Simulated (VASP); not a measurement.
Input of a VASP 6.6.1 run:

INCAR

```
PREC = Accurate
ENCUT = 520
EDIFF = 1E-7
ISMEAR = -1
SIGMA = 0.02
LREAL = F
LASPH = T
NELM = 80
ALGO = Normal
ISIF = 2
LWAVE = F
LCHARG = F
GGA = PE
NBANDS = 11
```

KPOINTS

```
Automatic mesh
0
Gamma
  8 8 8
```

Contents of POSCAR:

```
Mg2C
1.0
    0.0000000000      2.7109426082      2.7109426082
    2.7109426082      0.0000000000      2.7109426082
    2.7109426082      2.7109426082      0.0000000000
C Mg
1 2
Direct
    0.0000000000      0.0000000000      0.0000000000
    0.2500000000      0.2500000000      0.2500000000
    0.7500000000      0.7500000000      0.7500000000
```

Potentials or basis: VASP PAW PBE potentials, release 64 (C, Mg).

Run with:

```sh
$ cat potpaw_PBE.64/C/POTCAR potpaw_PBE.64/Mg/POTCAR > POTCAR
$ mpirun -np 1 vasp_std > vasp.out
```

**Question.** Predict the pressure.

**Answer.** 1.8 GPa.

**Question.** Estimate the band gap on the k mesh.

**Answer.** 0.74 eV, indirect (least direct gap 1.50 eV).

A k mesh can miss the band edges.
